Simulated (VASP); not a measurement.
GaN, 8 atoms in the cell. It takes space group P6_3mc (No. 186, hexagonal). Conventional cell: a = 3.182 Å, b = 3.182 Å, c = 5.185 Å, α = 90.00°, β = 90.00°, γ = 120.00°. Ga (site symmetry 3m) has 4 N at 1.95 Å within 2.6 Å. N (site symmetry 3m) has 4 Ga at 1.95 Å within 2.6 Å. 

- Program: VASP 6.6.1
- Task: single point
- Functional: PBEsol
- Potentials or basis: VASP PAW PBE potentials, release 64 (Ga_d, N)
- Cutoff: 520 eV
- k mesh: 10 × 6 × 6
- Occupations: gaussian, width 0.1 eV
- Spin: no spin polarisation
- Dipole correction: no
- Further INCAR settings: ALGO = Normal; EDIFF = 1e-06; NBANDS = 46

Potentials or basis: VASP PAW PBE potentials, release 64 (Ga_d, N).

The run is started by

```bash
$ cat potpaw_PBE.64/Ga_d/POTCAR potpaw_PBE.64/N/POTCAR > POTCAR
$ mpirun -np 1 vasp_std > vasp.out
```

Hardware: 1 thread of AMD EPYC 7R13, with other jobs on the host.

**Question.** How long does it take, and how much memory?

**Answer.** Wall time 11 min on 1 thread of AMD EPYC 7R13 (shared host), peak memory 0.37 GiB. Counts: scf iterations 14, k points 96.
